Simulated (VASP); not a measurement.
# HfN (Fm-3m) in VASP: a series of runs

The runs below take HfN through single point, relaxation of cell and atoms, with r2SCAN.

Program: VASP 6.6.1. These are calculated values, not measurements. Logs are shortened: lines on timing, memory, paths and dates and some standing lists are left out, and cuts for length are marked.

## Step 1: The cell of the first run

It takes space group Fm-3m (No. 225, cubic). The conventional cell has a = 4.527 Å, b = 4.527 Å, c = 4.527 Å, α = 90.00°, β = 90.00°, γ = 90.00°. Hf (site symmetry m-3m) has 6 N at 2.26 Å within 3.0 Å. Within 3.0 Å of N (site symmetry m-3m) lie 6 Hf at 2.26 Å.

## Step 2: Single point, r2SCAN

The input, POSCAR:

```
HfN
1.0
    0.0000000000      2.2633187335      2.2633187335
    2.2633187335      0.0000000000      2.2633187335
    2.2633187335      2.2633187335      0.0000000000
Hf N
1 1
Direct
    0.0000000000      0.0000000000      0.0000000000
    0.5000000000      0.5000000000      0.5000000000
```

The input, INCAR.step1:

```
ALGO = Normal
EDIFF = 1E-4
ENCUT = 520
GGA = PE
ISMEAR = 0
LASPH = True
LCHARG = False
LREAL = False
LWAVE = True
NBANDS = 14
NELM = 60
PREC = Accurate
SIGMA = 0.05
```

The input, INCAR.step2:

```
ALGO = Normal
EDIFF = 1E-6
ENCUT = 520
ISIF = 2
ISMEAR = 0
ISTART = 1
LASPH = True
LCHARG = True
LELF = True
LMIXTAU = True
LREAL = False
LVHAR = True
LWAVE = False
METAGGA = R2SCAN
NBANDS = 14
NELM = 60
PREC = Accurate
SIGMA = 0.05
```

The input, KPOINTS:

```
k-points
0
Gamma
  8 8 8
```

Potentials or basis: VASP PAW PBE potentials, release 64 (Hf_pv, N).

The run is started by

```sh
cat potpaw_PBE.64/Hf_pv/POTCAR potpaw_PBE.64/N/POTCAR > POTCAR
cp INCAR.step1 INCAR
mpirun -np 1 vasp_std > vasp.out
cp INCAR.step2 INCAR
mpirun -np 1 vasp_std > vasp.out
```

OUTCAR:

```text
EDIFF = 1E-6
   ENCUT = 520
   ISIF = 2
   ISMEAR = 0
   ISTART = 1
   LASPH = True
   LREAL = False
   METAGGA = R2SCAN
   NELM = 60
   PREC = Accurate

 ion  position               nearest neighbor table
   1  0.000  0.000  0.000-   2 2.26   2 2.26   2 2.26   2 2.26   2 2.26   2 2.26
   2  0.500  0.500  0.500-   1 2.26   1 2.26   1 2.26   1 2.26   1 2.26   1 2.26

  LATTYP: Found a face centered cubic cell.
 ALAT       =     4.5266374670

  Lattice vectors:

 A1 = (   0.0000000000,   2.2633187335,   2.2633187335)
 A2 = (   2.2633187335,   0.0000000000,   2.2633187335)
 A3 = (   2.2633187335,   2.2633187335,   0.0000000000)

Analysis of symmetry for initial positions (statically):
=====================================================================
 Subroutine PRICEL returns:
 Original cell was already a primitive cell.

 Routine SETGRP: Setting up the symmetry group for a
 face centered cubic supercell.

 Subroutine GETGRP returns: Found 48 space group operations
 (whereof 48 operations were pure point group operations)
 out of a pool of 48 trial point group operations.

The static configuration has the point symmetry O_h .

Analysis of symmetry for dynamics (positions and initial velocities):
=====================================================================
 Subroutine PRICEL returns:
 Original cell was already a primitive cell.

 Routine SETGRP: Setting up the symmetry group for a
 face centered cubic supercell.

 Subroutine GETGRP returns: Found 48 space group operations
 (whereof 48 operations were pure point group operations)
 out of a pool of 48 trial point group operations.

The dynamic configuration has the point symmetry O_h .

 Subroutine INISYM returns: Found 48 space group operations
 (whereof 48 operations are pure point group operations),
 and found     1 'primitive' translations

----------------------------------------------------------------------------------------

                                     Primitive cell

  volume of cell :      23.1882

  direct lattice vectors                    reciprocal lattice vectors
     0.000000000  2.263318733  2.263318733    -0.220914533  0.220914533  0.220914533
     2.263318733  0.000000000  2.263318733     0.220914533 -0.220914533  0.220914533
     2.263318733  2.263318733  0.000000000     0.220914533  0.220914533 -0.220914533

  length of vectors
     3.200816049  3.200816049  3.200816049     0.382635194  0.382635194  0.382635194

  position of ions in fractional coordinates (direct lattice)
     0.000000000  0.000000000  0.000000000
     0.500000000  0.500000000  0.500000000

  ion indices of the primitive-cell ions
   primitive index   ion index
                 1           1
                 2           2

----------------------------------------------------------------------------------------

 KPOINTS: k-points

Automatic generation of k-mesh.
 Grid dimensions read from file:
 generate k-points for:    8    8    8

 Generating k-lattice:

  Cartesian coordinates                     Fractional coordinates (reciprocal lattice)
    -0.027614317  0.027614317  0.027614317     0.125000000  0.000000000  0.000000000
     0.027614317 -0.027614317  0.027614317     0.000000000  0.125000000  0.000000000
     0.027614317  0.027614317 -0.027614317     0.000000000  0.000000000  0.125000000

  Length of vectors
     0.047829399  0.047829399  0.047829399

  Shift w.r.t. Gamma in fractional coordinates (k-lattice)
     0.000000000  0.000000000  0.000000000

 Subroutine IBZKPT returns following result:
 ===========================================

 Found     29 irreducible k-points:

 Following reciprocal coordinates:
            Coordinates               Weight
  0.000000  0.000000  0.000000      1.000000
  0.125000  0.000000  0.000000      8.000000
  0.250000  0.000000  0.000000      8.000000
  0.375000  0.000000  0.000000      8.000000
  0.500000  0.000000  0.000000      4.000000
  0.125000  0.125000  0.000000      6.000000
[... 16 lines left out ...]
  0.500000  0.250000  0.125000     48.000000
 -0.375000  0.250000  0.125000     24.000000
 [... further k-points ...]
   k-points           NKPTS =     29   k-points in BZ     NKDIM =     29   number of bands    NBANDS=     14
   number of dos      NEDOS =    301   number of ions     NIONS =      2
   total plane-waves  NPLWV =  13824
   dimension x,y,z NGX =    24 NGY =   24 NGZ =   24
   dimension x,y,z NGXF=    48 NGYF=   48 NGZF=   48
   ions per type =               1   1
   NGX,Y,Z   is equivalent  to a cutoff of  12.47, 12.47, 12.47 a.u.
   NGXF,Y,Z  is equivalent  to a cutoff of  24.93, 24.93, 24.93 a.u.
 SYSTEM =  unknown system
   PREC   = accura    normal or accurate (medium, high low for compatibility)
   ISTART =      1    job   : 0-new  1-cont  2-samecut
   ICHARG =      0    charge: 1-file 2-atom 10-const
   ISPIN  =      1    spin polarized calculation?
   LNONCOLLINEAR =      F non collinear calculations
   LSORBIT =      F    spin-orbit coupling
   LASPH  =      T    aspherical Exc in radial PAW
   ENCUT  =  520.0 eV  38.22 Ry    6.18 a.u.   5.95  5.95  5.95*2*pi/ulx,y,z
   NELM   =     60;   NELMIN=  2; NELMDL=  0     # of ELM steps
   EDIFF  = 0.1E-05   stopping-criterion for ELM
   LREAL  =      F    real-space projection
   EDIFFG = 0.1E-04   stopping-criterion for IOM
   NSW    =      0    number of steps for IOM
   IBRION =     -1    ionic relax: 0-MD 1-quasi-New 2-CG
   NFREE  =      0    steps in history (QN), initial steepest desc. (CG)
   ISIF   =      2    stress and relaxation
   ISYM   =      2    0-nonsym 1-usesym 2-fastsym
   POTIM  = 0.5000    time-step for ionic-motion
   TEBEG  =    0.0;   TEEND  =   0.0 temperature during run
   PSTRESS=    0.0 pullay stress
   NELECT =      15.0000    total number of electrons
   NUPDOWN=      -1.0000    fix difference up-down
   EMIN   =  10.00;   EMAX   =-10.00  energy-range for DOS
   EFERMI =   0.00;   METHOD = LEGACY
   ISMEAR =     0;   SIGMA  =   0.05  broadening in eV -4-tet -1-fermi 0-gaus
   EFERMI_NEDOS =   21; number of points for ismear=-14 and -15
   IALGO  =     38    algorithm
   IMIX   =      4    mixing-type and parameters
     AMIX     =   0.40;   BMIX     =  1.00
     AMIX_MAG =   1.60;   BMIX_MAG =  1.00
  volume/ion in A,a.u.               =      11.59        78.24
  Fermi-wavevector in a.u.,A,eV,Ry     =   1.415847  2.675562 27.274532  2.004622
  Thomas-Fermi vector in A             =   2.537243
   LORBIT       =      0    0 simple, 1 ext, 2 COOP (PROOUT), +10 PAW based schemes
   METAGGA = R2SCAN    functional components
   LHFCALC =     F    Hartree Fock is set to
   AEXX    =    0.0000 exact exchange contribution
   IVDW    =     0    specifies the selected vdW correction
   LEPSILON=     F    determine dielectric tensor
   LRPA    =     F    only Hartree local field effects (RPA)
 non-spin polarized calculation
 Gauss-broadening in eV      SIGMA  =   0.05
  energy-cutoff  :      520.00
  volume of cell :       23.19
 maximum number of plane-waves:       637
   NGX = 11   NGY = 11   NGZ = 11

 number of electron      15.0000000 magnetization

 Free energy of the ion-electron system (eV)
  ---------------------------------------------------
  ext. energy  EPLUGINS =         0.00000000
  ---------------------------------------------------
  free energy    TOTEN  =       -58.21921229 eV

  energy without entropy =      -58.21766086  energy(sigma->0) =      -58.21843658

 E-fermi :   8.4792     XC(G=0): -13.5314

 val. band max:        8.4455016668   @ k =   0.1250   0.0000   0.0000
 cond. band min:       8.4891023906   @ k =   0.3750   0.1250   0.0000
 fundamental gap:      0.0436007237
 Fermi energy:         8.4792285191

 k-point     1 :       0.0000    0.0000    0.0000
  band No.  band energies     occupation
      1     -24.0905      2.00000
      2     -24.0905      2.00000
      3     -24.0905      2.00000
      4     -10.1790      2.00000
      5       5.0703      2.00000
      6       5.0703      2.00000
      7       5.0703      2.00000
      8       8.1453      2.00000
      9       8.1453      2.00000
     10       8.1453      2.00000
     11      10.4724      0.00000
     12      10.4724      0.00000
     13      10.4812      0.00000
     14      18.4880      0.00000

 k-point     2 :       0.1250    0.0000    0.0000
  band No.  band energies     occupation
      1     -24.2414      2.00000
      2     -24.1025      2.00000
      3     -24.1025      2.00000
      4      -9.8334      2.00000
      5       3.7645      2.00000
      6       4.2942      2.00000
      7       4.2942      2.00000
      8       8.4455      1.65989
      9       8.6382      0.00001
     10       8.6382      0.00001
     11      11.5290      0.00000
     12      11.5823      0.00000
     13      11.5823      0.00000
     14      19.4120      0.00000

 k-point     3 :       0.2500    0.0000    0.0000
  band No.  band energies     occupation
      1     -24.5865      2.00000
      2     -24.1313      2.00000
      3     -24.1313      2.00000
      4      -8.9624      2.00000
      5       1.6250      2.00000
      6       3.0558      2.00000
      7       3.0558      2.00000
      8       9.0711      0.00000
      9       9.8483      0.00000
     10       9.8483      0.00000
     11      13.3981      0.00000
     12      13.8955      0.00000
     13      13.8955      0.00000
     14      19.4118      0.00000
[... 324 lines left out ...]
 k-point    23 :       0.5000    0.2500    0.1250
  band No.  band energies     occupation
      1     -24.8113      2.00000
      2     -24.3829      2.00000
      3     -24.2238      2.00000
      4      -8.2329      2.00000
      5       0.5079      2.00000
      6       2.3097      2.00000
      7       2.7601      2.00000
      8       8.7227      0.00000
      9      12.0375      0.00000
     10      12.2882      0.00000
     11      13.5785      0.00000
     12      15.8527      0.00000
     13      17.8633      0.00000
     14      19.4104      0.00000

 k-point    24 :      -0.3750    0.2500    0.1250
  band No.  band energies     occupation
      1     -24.8819      2.00000
      2     -24.4045      2.00000
      3     -24.2514      2.00000
      4      -8.0464      2.00000
      5       0.3257      2.00000
      6       2.2686      2.00000
      7       2.3452      2.00000
      8      10.1509      0.00000
      9      10.5925      0.00000
     10      12.8826      0.00000
     11      14.9379      0.00000
     12      16.4022      0.00000
     13      18.0708      0.00000
     14      19.4085      0.00000

 [... further k-points ...]
[... 5 lines left out ...]
  --------------------------------------------------------------------------------------
  -------------------------------------------------------------------------------------
  Total       -0.3866109     -0.3866109     -0.3866109      0.0000000      0.0000000      0.0000000
  in kB      -26.7126865    -26.7126865    -26.7126865      0.0000000      0.0000000      0.0000000
  external PRESSURE =     -26.7126865 kB  Pullay stress =       0.0000000 kB

 VOLUME and BASIS-vectors are now :
 -----------------------------------------------------------------------------
  energy-cutoff  :      520.00
  volume of cell :       23.19
      direct lattice vectors                 reciprocal lattice vectors
     0.000000000  2.263318733  2.263318733    -0.220914533  0.220914533  0.220914533
     2.263318733  0.000000000  2.263318733     0.220914533 -0.220914533  0.220914533
     2.263318733  2.263318733  0.000000000     0.220914533  0.220914533 -0.220914533

 POSITION                                       TOTAL-FORCE (eV/Angst)
 -----------------------------------------------------------------------------------
      0.00000      0.00000      0.00000         0.000000     -0.000000     -0.000000
      2.26332      2.26332      2.26332        -0.000000      0.000000      0.000000
 -----------------------------------------------------------------------------------
    total drift:                                0.000000     -0.000000     -0.000000

  FREE ENERGIE OF THE ION-ELECTRON SYSTEM (eV)
  ---------------------------------------------------
  free  energy   TOTEN  =       -58.2192122899 eV

  energy  without entropy=      -58.2176608606  energy(sigma->0) =      -58.21843658
```

Wall time 40 s (1 thread of Intel Xeon Platinum 8488C (Sapphire Rapids), shared host); peak memory 0.15 GiB.

Results:

```yaml
Free_energy: -58.2192 eV
Pressure: -2.7 GPa
Band_gap_on_the_k_mesh: zero (an odd number of electrons rules out a gap without spin polarisation)
```

Caveat: the PAW data sets were made with another functional, which shifts forces and pressure a little; spin-orbit coupling is left out, which moves the levels of the heavy elements.

## Step 3: Relaxation of cell and atoms, r2SCAN

This run uses another cell than the first one, of 11.48 Å³/atom.

The input, POSCAR:

```
HfN
1.0
    0.0000000000      2.2560000000      2.2560000000
    2.2560000000      0.0000000000      2.2560000000
    2.2560000000      2.2560000000      0.0000000000
Hf N
1 1
Direct
    0.0000000000      0.0000000000      0.0000000000
    0.5000000000      0.5000000000      0.5000000000
```

The input, INCAR.step1:

```
PREC = Accurate
ENCUT = 600
ISMEAR = 0
SIGMA = 0.05
LREAL = F
LASPH = T
NELM = 100
GGA = PE
ALGO = Normal
EDIFF = 1E-4
LWAVE = T
LCHARG = F
```

The input, INCAR.step2:

```
PREC = Accurate
ENCUT = 600
EDIFF = 1E-6
ISMEAR = 0
SIGMA = 0.05
LREAL = F
LASPH = T
NELM = 100
ALGO = Normal
ISIF = 3
LWAVE = F
LCHARG = F
METAGGA = R2SCAN
LMIXTAU = T
IBRION = 2
NSW = 80
EDIFFG = -0.01
ISTART = 1
```

The input, KPOINTS:

```
Automatic mesh
0
Gamma
  8 8 8
```

Potentials or basis: VASP PAW PBE potentials, release 64 (Hf_pv, N).

The run is started by

```sh
cat potpaw_PBE.64/Hf_pv/POTCAR potpaw_PBE.64/N/POTCAR > POTCAR
cp INCAR.step1 INCAR
mpirun -np 1 vasp_std > vasp.out
cp INCAR.step2 INCAR
mpirun -np 1 vasp_std > vasp.out
```

It took 1.8 min on 1 thread of Intel Xeon Platinum 8488C (Sapphire Rapids), shared host; peak memory 0.17 GiB.

The run converged. Its results:

| Quantity | Value |
| --- | --- |
| Free energy | -58.2211 eV |
| Relaxed volume | 11.49 Å³/atom |
| Relaxed cell | a = 3.191 Å, b = 3.191 Å, c = 3.191 Å, α = 60.00°, β = 60.00°, γ = 60.00° |
| Space group after relaxing (to 0.1 Å) | Fm-3m (No. 225) |
| Energy gained by relaxing | 0.0 meV/atom |
| Ionic steps | 3 |
| Pressure after relaxing | -0.1 GPa |
| Band gap on the k mesh | zero (an odd number of electrons rules out a gap without spin polarisation) |

Final structure:
```cif
data_structure
_symmetry_space_group_name_H-M 'P 1'
_symmetry_Int_Tables_number 1
_cell_length_a 3.1913
_cell_length_b 3.1913
_cell_length_c 3.1913
_cell_angle_alpha 60.000
_cell_angle_beta 60.000
_cell_angle_gamma 60.000
_cell_volume 22.98
loop_
_atom_site_label
_atom_site_type_symbol
_atom_site_fract_x
_atom_site_fract_y
_atom_site_fract_z
_atom_site_occupancy
Hf1 Hf 0.00000 0.00000 0.00000 1
N1 N 0.50000 0.50000 0.50000 1
```

Levels at points of the mesh, in eV from the Fermi level:
```csv
k point,band 4,band 5,band 6,band 7,band 8,band 9,band 10,band 11
"(0.00, 0.00, 0.00)",-18.71,-3.42,-3.42,-3.42,-0.34,-0.34,-0.34,2.09
"(0.50, 0.00, 0.00)",-16.01,-9.36,-6.66,-6.66,3.40,3.79,3.79,4.61
"(0.50, 0.50, 0.00)",-17.66,-5.93,-4.13,-4.13,-3.92,4.15,5.58,5.58
```

Caveat: the PAW data sets were made with another functional, which shifts forces and pressure a little; spin-orbit coupling is left out, which moves the levels of the heavy elements.
